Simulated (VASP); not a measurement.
# K (R-3m) in VASP: notebook, part 2 of 2

VASP 6.6.1. The steps go on from the part before.

## Step 3: Single point, PBEsol

This run uses another cell than the first one, of the same volume but with other edges.

Contents of INCAR:

```
SYSTEM = K
PREC     = Accurate       ! precision mode
ENCUT    = 520            ! plane-wave cutoff, eV
EDIFF    = 1E-6           ! SCF threshold, eV
ISMEAR   = 0              ! smearing method
SIGMA    = 0.15           ! smearing width, eV
LREAL    = .FALSE.        ! projectors in reciprocal space
LASPH    = .TRUE.         ! aspherical terms in the spheres
NELM     = 80             ! most SCF steps
ALGO     = Fast           ! electronic algorithm
ISIF     = 2              ! what is computed and relaxed
LWAVE    = .FALSE.        ! write WAVECAR
LCHARG   = .TRUE.         ! write CHGCAR
GGA      = PS             ! functional
LELF     = .TRUE.         ! ELF
LVHAR    = .TRUE.       
NBANDS   = 10             ! bands
```

Contents of KPOINTS:

```
Automatic mesh
0
G
  12 12 12
  0 0 0
```

Contents of POSCAR:

```
K
1.0
    4.4543641170      0.8427175356      0.8427175356
    0.8427175356      4.4543641170      0.8427175356
    0.8427175356      0.8427175356      4.4543641170
K
1
Direct
    0.0000000000      0.0000000000      0.0000000000
```

Potentials or basis: VASP PAW PBE potentials, release 64 (K_sv).

Started as:

```console
$ cat potpaw_PBE.64/K_sv/POTCAR > POTCAR
$ mpirun -np 1 vasp_std > vasp.out
```

OUTCAR:

```text
SYSTEM = K
   PREC = Accurate
   ENCUT = 520
   EDIFF = 1E-6
   ISMEAR = 0
   LREAL = .FALSE.
   LASPH = .TRUE.
   NELM = 80
   ISIF = 2
   GGA = PS

 ion  position               nearest neighbor table
   1  0.000  0.000  0.000-

  LATTYP: Found a trigonal (rhomboedric) cell.
 ALAT       =     4.6110416802
 COS(alpha) =     0.3865030675

  Lattice vectors:

 A1 = (   4.4543641170,   0.8427175356,   0.8427175356)
 A2 = (   0.8427175356,   4.4543641170,   0.8427175356)
 A3 = (   0.8427175356,   0.8427175356,   4.4543641170)

Analysis of symmetry for initial positions (statically):
=====================================================================
 Subroutine PRICEL returns:
 Original cell was already a primitive cell.

 Routine SETGRP: Setting up the symmetry group for a
 trigonal (rhombohedral) supercell.

 Subroutine GETGRP returns: Found 12 space group operations
 (whereof 12 operations were pure point group operations)
 out of a pool of 12 trial point group operations.

The static configuration has the point symmetry D_3d.

Analysis of symmetry for dynamics (positions and initial velocities):
=====================================================================
 Subroutine PRICEL returns:
 Original cell was already a primitive cell.

 Routine SETGRP: Setting up the symmetry group for a
 trigonal (rhombohedral) supercell.

 Subroutine GETGRP returns: Found 12 space group operations
 (whereof 12 operations were pure point group operations)
 out of a pool of 12 trial point group operations.

The dynamic configuration has the point symmetry D_3d.

 Subroutine INISYM returns: Found 12 space group operations
 (whereof 12 operations are pure point group operations),
 and found     1 'primitive' translations

----------------------------------------------------------------------------------------
[... 114 lines left out ...]
  Thomas-Fermi vector in A             =   1.895269
   LORBIT       =      0    0 simple, 1 ext, 2 COOP (PROOUT), +10 PAW based schemes
   GGA     = PS    functional components
   LHFCALC =     F    Hartree Fock is set to
   AEXX    =    0.0000 exact exchange contribution
   IVDW    =     0    specifies the selected vdW correction
   LEPSILON=     F    determine dielectric tensor
   LRPA    =     F    only Hartree local field effects (RPA)
 non-spin polarized calculation
 RMM-DIIS sequential band-by-band and
 Gauss-broadening in eV      SIGMA  =   0.15
  energy-cutoff  :      520.00
  volume of cell :       80.09
 maximum number of plane-waves:      2186
 NGX is ok and might be reduce to    36

 number of electron       9.0000001 magnetization

 Free energy of the ion-electron system (eV)
  ---------------------------------------------------
  ext. energy  EPLUGINS =         0.00000000
  ---------------------------------------------------
  free energy    TOTEN  =        -1.11098676 eV

  energy without entropy =       -1.10115701  energy(sigma->0) =       -1.10607188

 E-fermi :  -0.3294     XC(G=0):  -5.4876

 val. band max:       -0.3398604686   @ k =  -0.2500  -0.4167   0.0833
 cond. band min:      -0.3173647422   @ k =   0.4167   0.4167   0.0833
 fundamental gap:      0.0224957263
 Fermi energy:        -0.3293520505

 k-point     1 :       0.0000    0.0000    0.0000
  band No.  band energies     occupation
      1     -32.4082      2.00000
      2     -15.9214      2.00000
      3     -15.9214      2.00000
      4     -15.9212      2.00000
      5      -2.3774      2.00000
      6       3.3811      0.00000
      7       3.3811      0.00000
      8       4.4883      0.00000
      9       5.0838      0.00000
     10       5.0846      0.00000
[... 287 lines left out ...]
 k-point    24 :      -0.4167    0.1667   -0.0000
  band No.  band energies     occupation
      1     -32.4055      2.00000
      2     -15.9695      2.00000
      3     -15.9354      2.00000
      4     -15.9247      2.00000
      5      -0.1452      0.08255
      6       0.4617      0.00000
      7       2.7195      0.00000
      8       4.1796      0.00000
      9       4.6650      0.00000
     10       5.3285      0.00000

 [... further k-points ...]

------------------------ aborting loop because EDIFF is reached ----------------------------------------

  FORCE on cell =-STRESS in cart. coord.  units (eV):
  Direction    XX          YY          ZZ          XY          YZ          ZX
  --------------------------------------------------------------------------------------
  -------------------------------------------------------------------------------------
  Total       -0.1599218     -0.1599218     -0.1599218      0.0920349      0.0920349      0.0920349
  in kB       -3.1992902     -3.1992902     -3.1992902      1.8411897      1.8411897      1.8411897
  external PRESSURE =      -3.1992902 kB  Pullay stress =       0.0000000 kB

 VOLUME and BASIS-vectors are now :
 -----------------------------------------------------------------------------
  energy-cutoff  :      520.00
  volume of cell :       80.09
      direct lattice vectors                 reciprocal lattice vectors
     4.454364117  0.842717536  0.842717536     0.238878605 -0.038003414 -0.038003414
     0.842717536  4.454364117  0.842717536    -0.038003414  0.238878605 -0.038003414
     0.842717536  0.842717536  4.454364117    -0.038003414 -0.038003414  0.238878605

 POSITION                                       TOTAL-FORCE (eV/Angst)
 -----------------------------------------------------------------------------------
      0.00000      0.00000      0.00000        -0.000000     -0.000000      0.000000
 -----------------------------------------------------------------------------------
    total drift:                                0.000000     -0.000000     -0.000000

  FREE ENERGIE OF THE ION-ELECTRON SYSTEM (eV)
  ---------------------------------------------------
  free  energy   TOTEN  =        -1.1109867603 eV

  energy  without entropy=       -1.1011570080  energy(sigma->0) =       -1.10607188
```

Run time: 76 s. Hardware: 1 thread of Intel Xeon Platinum 8488C (Sapphire Rapids), shared host; peak memory 0.29 GiB.

What came out:

* Free energy: -1.1110 eV
* Pressure: -0.3 GPa

Caveat: the PAW data sets were made with another functional, which shifts forces and pressure a little.

## Step 4: Single point, PBEsol

Contents of INCAR:

```
PREC     = Accurate       # precision mode
ENCUT    = 520            # plane-wave cutoff, eV
EDIFF    = 1E-6           # SCF threshold, eV
ISMEAR   = 0              # smearing method
SIGMA    = 0.15           # smearing width, eV
LREAL    = False          # projectors in reciprocal space
LASPH    = True           # aspherical terms in the spheres
NELM     = 80             # most SCF steps
ALGO     = Fast           # electronic algorithm
ISIF     = 2              # what is computed and relaxed
LWAVE    = False          # write WAVECAR
LCHARG   = False          # write CHGCAR
GGA      = PS             # functional
NBANDS   = 10             # bands
```

Contents of KPOINTS:

```
regular mesh
0
Gamma
  12 12 12
```

Contents of POSCAR:

```
K
1.0
    4.3129418456     -0.1030395663     -0.1030395663
   -0.1030395663      4.3129418456     -0.1030395663
   -0.1030395663     -0.1030395663      4.3129418456
K
1
Direct
    0.0000000000      0.0000000000      0.0000000000
```

Potentials or basis: VASP PAW PBE potentials, release 64 (K_sv).

Started as:

```console
$ cat potpaw_PBE.64/K_sv/POTCAR > POTCAR
$ mpirun -np 1 vasp_std > vasp.out
```

OUTCAR:

```text
PREC = Accurate
   ENCUT = 520
   EDIFF = 1E-6
   ISMEAR = 0
   LREAL = False
   LASPH = True
   NELM = 80
   ISIF = 2
   GGA = PS

 ion  position               nearest neighbor table
   1  0.000  0.000  0.000-

  LATTYP: Found a trigonal (rhomboedric) cell.
 ALAT       =     4.3154028396
 COS(alpha) =    -0.0471569688

  Lattice vectors:

 A1 = (   4.3129418456,  -0.1030395663,  -0.1030395663)
 A2 = (  -0.1030395663,   4.3129418456,  -0.1030395663)
 A3 = (  -0.1030395663,  -0.1030395663,   4.3129418456)

Analysis of symmetry for initial positions (statically):
=====================================================================
 Subroutine PRICEL returns:
 Original cell was already a primitive cell.

 Routine SETGRP: Setting up the symmetry group for a
 trigonal (rhombohedral) supercell.

 Subroutine GETGRP returns: Found 12 space group operations
 (whereof 12 operations were pure point group operations)
 out of a pool of 12 trial point group operations.

The static configuration has the point symmetry D_3d.

Analysis of symmetry for dynamics (positions and initial velocities):
=====================================================================
 Subroutine PRICEL returns:
 Original cell was already a primitive cell.

 Routine SETGRP: Setting up the symmetry group for a
 trigonal (rhombohedral) supercell.

 Subroutine GETGRP returns: Found 12 space group operations
 (whereof 12 operations were pure point group operations)
 out of a pool of 12 trial point group operations.

The dynamic configuration has the point symmetry D_3d.

 Subroutine INISYM returns: Found 12 space group operations
 (whereof 12 operations are pure point group operations),
 and found     1 'primitive' translations

----------------------------------------------------------------------------------------

                                     Primitive cell

  volume of cell :      80.0875

[... 111 lines left out ...]
   GGA     = PS    functional components
   LHFCALC =     F    Hartree Fock is set to
   AEXX    =    0.0000 exact exchange contribution
   IVDW    =     0    specifies the selected vdW correction
   LEPSILON=     F    determine dielectric tensor
   LRPA    =     F    only Hartree local field effects (RPA)
 non-spin polarized calculation
 RMM-DIIS sequential band-by-band and
 Gauss-broadening in eV      SIGMA  =   0.15
  energy-cutoff  :      520.00
  volume of cell :       80.09
 maximum number of plane-waves:      2184
   NGX = 17   NGY = 17   NGZ = 17

 number of electron       9.0000000 magnetization

 Free energy of the ion-electron system (eV)
  ---------------------------------------------------
  ext. energy  EPLUGINS =         0.00000000
  ---------------------------------------------------
  free energy    TOTEN  =        -1.03067756 eV

  energy without entropy =       -1.02185228  energy(sigma->0) =       -1.02626492

 E-fermi :  -0.3090     XC(G=0):  -5.4829

 val. band max:       -0.3297015355   @ k =  -0.3333   0.3333   0.1667
 cond. band min:      -0.2970232217   @ k =   0.5000   0.0833   0.0000
 fundamental gap:      0.0326783138
 Fermi energy:        -0.3090499784

 k-point     1 :       0.0000    0.0000    0.0000
  band No.  band energies     occupation
      1     -32.5189      2.00000
      2     -16.0207      2.00000
      3     -16.0205      2.00000
      4     -16.0205      2.00000
      5      -2.3656      2.00000
      6       2.5876      0.00000
      7       2.5876      0.00000
      8       5.7976      0.00000
      9       5.9425      0.00000
     10       5.9794      0.00000
[... 287 lines left out ...]
 k-point    24 :      -0.4167    0.1667    0.0000
  band No.  band energies     occupation
      1     -32.5140      2.00000
      2     -16.0961      2.00000
      3     -16.0342      2.00000
      4     -16.0124      2.00000
      5      -0.6823      1.99957
      6       0.6881      0.00000
      7       3.1244      0.00000
      8       3.6801      0.00000
      9       4.4963      0.00000
     10       5.5105      0.00000

 [... further k-points ...]

------------------------ aborting loop because EDIFF is reached ----------------------------------------

  FORCE on cell =-STRESS in cart. coord.  units (eV):
  Direction    XX          YY          ZZ          XY          YZ          ZX
  --------------------------------------------------------------------------------------
  -------------------------------------------------------------------------------------
  Total       -0.0766714     -0.0766714     -0.0766714     -0.0323340     -0.0323340     -0.0323340
  in kB       -1.5338364     -1.5338364     -1.5338364     -0.6468520     -0.6468520     -0.6468520
  external PRESSURE =      -1.5338364 kB  Pullay stress =       0.0000000 kB

 VOLUME and BASIS-vectors are now :
 -----------------------------------------------------------------------------
  energy-cutoff  :      520.00
  volume of cell :       80.09
      direct lattice vectors                 reciprocal lattice vectors
     4.312941846 -0.103039566 -0.103039566     0.232131776  0.005681547  0.005681547
    -0.103039566  4.312941846 -0.103039566     0.005681547  0.232131776  0.005681547
    -0.103039566 -0.103039566  4.312941846     0.005681547  0.005681547  0.232131776

 POSITION                                       TOTAL-FORCE (eV/Angst)
 -----------------------------------------------------------------------------------
      0.00000      0.00000      0.00000        -0.000000     -0.000000      0.000000
 -----------------------------------------------------------------------------------
    total drift:                                0.000000     -0.000000      0.000000

  FREE ENERGIE OF THE ION-ELECTRON SYSTEM (eV)
  ---------------------------------------------------
  free  energy   TOTEN  =        -1.0306775640 eV

  energy  without entropy=       -1.0218522788  energy(sigma->0) =       -1.02626492
```

OSZICAR:

```text
N       E                     dE             d eps       ncg     rms          rms(c)
DAV:   1     0.462867163989E+02    0.46287E+02   -0.35081E+03  3780   0.677E+02
DAV:   2     0.712243302864E+00   -0.45574E+02   -0.44872E+02  4068   0.189E+02
DAV:   3    -0.971931786736E+00   -0.16842E+01   -0.16756E+01  5850   0.289E+01
DAV:   4    -0.103344760662E+01   -0.61516E-01   -0.61479E-01  5194   0.471E+00
DAV:   5    -0.103487530869E+01   -0.14277E-02   -0.14275E-02  5712   0.525E-01    0.169E+00
RMM:   6    -0.103200868682E+01    0.28666E-02   -0.26153E-03  5282   0.369E-01    0.113E+00
RMM:   7    -0.103061174694E+01    0.13969E-02   -0.66015E-03  5438   0.496E-01    0.989E-02
RMM:   8    -0.103064468584E+01   -0.32939E-04   -0.11185E-03  5855   0.306E-01    0.432E-02
RMM:   9    -0.103067539113E+01   -0.30705E-04   -0.19896E-04  6141   0.953E-02    0.235E-02
RMM:  10    -0.103067491209E+01    0.47905E-06   -0.76880E-05  6231   0.583E-02    0.923E-03
RMM:  11    -0.103067665834E+01   -0.17463E-05   -0.14304E-05  6400   0.208E-02    0.854E-03
RMM:  12    -0.103067756400E+01   -0.90566E-06   -0.51394E-06  5694   0.118E-02
   1 F= -.10306776E+01 E0= -.10262649E+01  d E =-.882529E-02
```

stdout:

```text
POSCAR found type information on POSCAR K
 POSCAR found :  1 types and       1 ions
 scaLAPACK will be used
 -----------------------------------------------------------------------------
|                                                                             |
|                                                                             |
|     You enforced a specific xc type in the INCAR file but a different       |
|     I HOPE YOU KNOW WHAT YOU ARE DOING!                                     |
|                                                                             |
 -----------------------------------------------------------------------------

 LDA part: xc-table for (Slater+PW92), standard interpolation
 POSCAR, INCAR and KPOINTS ok, starting setup
 FFT: planning ... GRIDC
 FFT: planning ... GRID_SOFT
 FFT: planning ... GRID
 WAVECAR not read
 entering main loop
WARNING in EDDRMM: call to ZHEGV failed, returncode =   6  3      6
```

It took 49 s on 1 thread of Intel Xeon Platinum 8488C (Sapphire Rapids), shared host; peak memory 0.26 GiB.

What came out:

```yaml
Free_energy: -1.0307 eV
Pressure: -0.2 GPa
```

Stress tensor (GPa, compression positive):
```
-0.15 -0.06 -0.06
-0.06 -0.15 -0.06
-0.06 -0.06 -0.15
```

Caveat: the PAW data sets were made with another functional, which shifts forces and pressure a little.

## Step 5: Single point, PBEsol

Contents of INCAR:

```
SYSTEM = K
PREC     = Accurate       ! precision mode
ENCUT    = 520            ! plane-wave cutoff, eV
EDIFF    = 1E-6           ! SCF threshold, eV
ISMEAR   = 0              ! smearing method
SIGMA    = 0.15           ! smearing width, eV
LREAL    = .False.        ! projectors in reciprocal space
LASPH    = .True.         ! aspherical terms in the spheres
NELM     = 80             ! most SCF steps
ALGO     = Fast           ! electronic algorithm
ISIF     = 2              ! what is computed and relaxed
LWAVE    = .False.        ! write WAVECAR
LCHARG   = .True.         ! write CHGCAR
GGA      = PS             ! functional
LELF     = .True.         ! ELF
LVHAR    = .True.       
NBANDS   = 10             ! bands
```

Contents of KPOINTS:

```
Automatic mesh
0
Gamma
  12 12 12
  0 0 0
```

Contents of POSCAR:

```
K
1.0
    4.3133009674      0.1120337914      0.1120337914
    0.1120337914      4.3133009674      0.1120337914
    0.1120337914      0.1120337914      4.3133009674
K
1
Direct
    0.0000000000      0.0000000000      0.0000000000
```

Started as:

```console
$ cat potpaw_PBE.64/K_sv/POTCAR > POTCAR
$ mpirun -np 1 vasp_std > vasp.out
```

It took 56 s on 1 thread of Intel Xeon Platinum 8488C (Sapphire Rapids), shared host; peak memory 0.27 GiB.

The run converged. Its results:

```
Free energy : -1.0309 eV
Pressure    : -0.2 GPa
```

Stress tensor (GPa, compression positive):
```
-0.15  0.07  0.07
 0.07 -0.15  0.07
 0.07  0.07 -0.15
```

Levels at points of the mesh, in eV from the Fermi level:
```tsv
k point	band 2	band 3	band 4	band 5	band 6	band 7	band 8	band 9
(0.00, 0.00, 0.00)	-15.71	-15.71	-15.71	-2.06	2.90	2.90	6.14	6.23
(0.50, 0.00, 0.00)	-15.80	-15.71	-15.71	-0.06	0.18	3.46	4.66	4.69
(0.50, 0.50, 0.00)	-15.79	-15.78	-15.70	1.13	1.93	2.06	2.35	5.01
(0.50, 0.50, 0.50)	-15.79	-15.77	-15.77	2.03	2.43	2.43	3.63	4.43
```

Caveat: the PAW data sets were made with another functional, which shifts forces and pressure a little.

## Step 6: Summary

| cell | gap on the mesh (eV) | pressure (GPa) |
| --- | --- | --- |
| a = 4.344 Å, angles 82.7°, 1 atom | none | -0.2 |
| a = 4.611 Å, angles 67.3°, 1 atom | none | -0.3 |
| a = 4.315 Å, angles 92.7°, 1 atom | none | -0.2 |
| a = 4.316 Å, angles 87.0°, 1 atom | none | -0.2 |

Alike in all rows: task single point; level PBEsol; potentials or basis VASP PAW PBE potentials, release 64 (K_sv); no spin polarisation; k mesh 12 × 12 × 12; cutoff (eV) 520; smearing gaussian 0.15 eV.

Caveats: the PAW data sets were made with another functional, which shifts forces and pressure a little.

Absolute energies hang on the potentials; compare differences alone.
